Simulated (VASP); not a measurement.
## Al: single point with PBEsol

Al:

```
Al
1.0
     0.00000    1.90464    2.28557
     1.90464    0.00000    2.28557
     1.90464    1.90464    0.00000
Al
1
Cartesian
  0.0000 0.0000 0.0000
```

This cell differs from its parent crystal: ratio of the length along z to the lengths across it x 1.2, volume and fractional coordinates fixed.

```
Program                : VASP 6.6.1
Task                   : single point
Functional             : PBEsol
Potentials or basis    : VASP PAW PBE potentials, release 64 (Al)
Cutoff                 : 520 eV
k mesh                 : 22 × 22 × 22
Occupations            : gaussian, width 0.15 eV
Spin                   : no spin polarisation
Dipole correction      : no
Further INCAR settings : ALGO = Fast; EDIFF = 1e-06; NBANDS = 8
```

```yaml
Pressure: 0.7 GPa
```

Stress tensor (GPa, compression positive):
```
 4.81  0.00  0.00
 0.00  4.81  0.00
 0.00  0.00 -7.38
```

Levels at points of the mesh, in eV from the Fermi level:
| k point | band 1 | band 2 | band 3 | band 4 |
| --- | --- | --- | --- | --- |
| (0.00, 0.00, 0.00) | -11.04 | 11.61 | 13.73 | 13.73 |
| (0.50, 0.00, 0.00) | -4.46 | -4.19 | 8.39 | 8.97 |
| (0.50, 0.50, 0.00) | -4.27 | -3.92 | 6.77 | 7.99 |
| (0.50, 0.00, 0.50) | -1.91 | -0.27 | 4.14 | 5.00 |

It took 42 s on 1 thread of Intel Xeon 6975P-C (shared host), peak memory 0.21 GiB.

Caveat: the PAW data sets were made with another functional, which shifts forces and pressure a little.
